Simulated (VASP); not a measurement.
A run of VASP 6.6.1 is set up as follows.

INCAR

```
SYSTEM = C
PREC     = Accurate       ! precision mode
ENCUT    = 600            ! plane-wave cutoff, eV
EDIFF    = 1E-8           ! SCF threshold, eV
ISMEAR   = 0              ! smearing method
SIGMA    = 0.01           ! smearing width, eV
LREAL    = .False.        ! projectors in reciprocal space
LASPH    = .True.         ! aspherical terms in the spheres
NELM     = 80             ! most SCF steps
ALGO     = Normal         ! electronic algorithm
ISIF     = 3              ! what is computed and relaxed
LWAVE    = .False.        ! write WAVECAR
LCHARG   = .False.        ! write CHGCAR
GGA      = PS             ! functional
NBANDS   = 11             ! bands
IBRION   = 6              ! ionic algorithm
NFREE    = 2            
POTIM    = 0.015          ! step
NSW      = 1              ! ionic steps
```

KPOINTS

```
Automatic mesh
0
Gamma
  10 10 10
  0 0 0
```

Contents of POSCAR:

```
C
1.0
    0.0000000000      1.7679841394      1.7679841394
    1.7679841394      0.0000000000      1.7679841394
    1.7679841394      1.7679841394      0.0000000000
C
2
Direct
    0.5000000000      0.5000000000      0.5000000000
    0.7500000000      0.7500000000      0.7500000000
```

Potentials or basis: VASP PAW PBE potentials, release 64 (C).

Command:

```sh
$ cat potpaw_PBE.64/C/POTCAR > POTCAR
$ mpirun -np 1 vasp_std > vasp.out
```

(1) Estimate the elastic constants C11, C12, C44.

(2) Estimate the Voigt bulk modulus.

(3) What does it give for the highest phonon frequency at Γ?

Results:

(1) 1098, 154, 595 GPa.

(2) 469 GPa.

(3) 1330 cm⁻¹.

Caveat: the cell is under stress, which shifts elastic constants; the PAW data sets were made with another functional, which shifts forces and pressure a little.
